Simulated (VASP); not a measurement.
Runs of VASP 6.6.1 on SiNi2. The structure is that of space group P6_3/mmc (No. 194), or close to it. The cells are those of the table. 

```tsv
cell	gap on the mesh (eV)	pressure (GPa)
a = 3.912, b = 3.912, c = 4.991 Å, angles 90.0, 90.0, 120.0°, 6 atoms	none	0.0
a = 3.766, b = 3.766, c = 4.738 Å, angles 90.0, 90.0, 120.0°, 6 atoms	none	34.6
a = 3.842, b = 3.842, c = 4.864 Å, angles 90.0, 90.0, 120.0°, 6 atoms	none	14.3
a = 3.805, b = 3.805, c = 4.801 Å, angles 90.0, 90.0, 120.0°, 6 atoms	none	(b)
a = 3.878, b = 3.878, c = 4.928 Å, angles 90.0, 90.0, 120.0°, 6 atoms	none	(a)
```

Alike in all rows: level PBE; potentials or basis VASP PAW PBE potentials, release 64 (Si, Ni); no spin polarisation; k mesh 12 × 12 × 8; cutoff (eV) 600.

Q: Fill in the values left out.

A: (a) 6.5; (b) 23.5.

Caveats: the cell stands under pressure (at least some runs).

A gap of «none» marks levels without a gap at the run's occupations.
